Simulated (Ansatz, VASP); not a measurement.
## W in VASP and in Ansatz

```
W
1.0
     0.00000    2.29373    1.55905
     2.29373    0.00000    1.55905
     2.29373    2.29373    0.00000
W
1
Direct
  0.00000 0.00000 0.00000
```

Alike in both runs: task single point; functional PBEsol; k mesh 22 × 22 × 22; occupations gaussian, width 0.15 eV; no spin polarisation.

|  | VASP | Ansatz |
| --- | --- | --- |
| version | VASP 6.6.1 | Ansatz 0.2.0 |
| potentials or method | VASP PAW PBE potentials, release 64 (W_sv), cutoff 500 eV | scalar-relativistic, plane waves, PAW |
| valence electrons in the cell | 14 | 14 |

Ansatz gave:

```
gap on the k mesh at the Fermi level (eV)                     : none
pressure (GPa)                                                : -12.8
traceless stress, the component that is largest in VASP (GPa) : 7.83
```

Problem. Which values does VASP return?

Solution. gap on the k mesh at the Fermi level (eV): none; pressure (GPa): -12.4; traceless stress, the component that is largest in VASP (GPa): 7.84.

VASP's potentials were made for PBE, not for PBEsol, and Ansatz warns of the same on its side. A gap of «none» marks a metal or a gap that the smearing closes.

Neither program's run includes spin-orbit coupling.
